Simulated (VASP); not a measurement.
Wanted: the native input for a VASP 6.6.1 run.

```
Task                   : electric field gradients
Functional             : PBEsol
Potentials or basis    : VASP PAW PBE potentials, release 64 (C)
Cutoff                 : 520 eV
k mesh                 : 18 × 18 × 18
Occupations            : fermi-dirac, width 0.05 eV
Spin                   : no spin polarisation
Dipole correction      : no
Further INCAR settings : ALGO = Normal; EDIFF = 1e-08; NBANDS = 11
```

The structure of C lies in POSCAR:

```
C
1.0
    0.0000000000      2.0982532328      3.3027512099
    1.2114033709      0.0000000000      3.3027512099
    1.2114033709      2.0982532328      0.0000000000
C
2
Direct
    0.1666700000      0.8333300000      0.1666700000
    0.8333300000      0.1666700000      0.8333300000
```

These files were run (other wordings do the same):

INCAR

```
PREC = Accurate
ENCUT = 520
EDIFF = 1E-8
ISMEAR = -1
SIGMA = 0.05
LREAL = False
LASPH = True
NELM = 60
ALGO = Normal
ISIF = 2
LWAVE = False
LCHARG = False
GGA = PS
LEFG = True
NBANDS = 11
```

KPOINTS

```
regular mesh
0
Gamma
  18 18 18
```

Potentials or basis: VASP PAW PBE potentials, release 64 (C).

The run is started by

```console
$ cat potpaw_PBE.64/C/POTCAR > POTCAR
$ mpirun -np 1 vasp_std > vasp.out
```

Results of the run:

```yaml
Pressure: 14.8 GPa
Largest_force: 0.004 eV/Å
Largest_electric_field_gradient_by_atom: C +34.1 V/Å²
```

Caveat: the cell stands under pressure; this functional lacks dispersion, which binds the layers, so the pressure and a relaxed spacing across them are unreliable; without QUAD_EFG the Cq values of the log hold for a quadrupole moment of 1 mb, not for the nuclei; the PAW data sets were made with another functional, which shifts forces and pressure a little.

It took 89 s on 1 thread of Intel(R) Xeon(R) 6975P-C (Granite Rapids), on a shared host, peak memory 0.23 GiB.
